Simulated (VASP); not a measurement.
GaP (d3): single point with PBE+D3(BJ)

Crystal: GaP (d3).

```
Ga P
1.0
     0.00000    2.72316    2.72316
     2.72316    0.00000    2.72316
     2.72316    2.72316    0.00000
Ga P
1 1
Cartesian
  0.0000 0.0000 0.0000
  4.0847 4.0847 4.0847
```

```json
{"Program": "VASP 6.6.1", "Task": "single point", "Functional": "PBE", "Dispersion": "D3(BJ)", "Potentials or basis": "VASP PAW PBE potentials, release 64 (Ga_d, P)", "Cutoff": "520 eV", "k mesh": "8 × 8 × 8", "Occupations": "gaussian, width 0.02 eV", "Spin": "no spin polarisation", "Dipole correction": "no", "Further INCAR settings": "ALGO = Normal; EDIFF = 1e-06; NBANDS = 16"}
```

```json
{
  "Pressure": "-0.1 GPa",
  "Band gap on the k mesh": "1.64 eV, indirect (least direct gap 1.85 eV)",
  "Dispersion energy per atom": "-0.317 eV"
}
```

Levels at points of the mesh, in eV from the valence-band top:
```
           k point  band 5  band 6  band 7  band 8  band 9  band 10  band 11  band 12  band 13  band 14
(0.00, 0.00, 0.00)  -14.45  -12.51    0.00    0.00    0.00     1.85     3.89     3.89     3.89     8.82
(0.50, 0.00, 0.00)  -14.45  -10.44   -6.64   -1.12   -1.12     1.68     4.72     4.72     8.29    10.91
(0.50, 0.50, 0.00)  -14.43   -9.53   -6.76   -2.69   -2.69     1.65     1.82    10.61    10.61    11.22
```

It took 35 s on 1 thread of Intel Xeon 6975P-C, on a shared host, peak memory 0.18 GiB.

A k mesh can miss the band edges. Expect the measured gap to be larger: semilocal functionals such as PBE lack the derivative discontinuity.
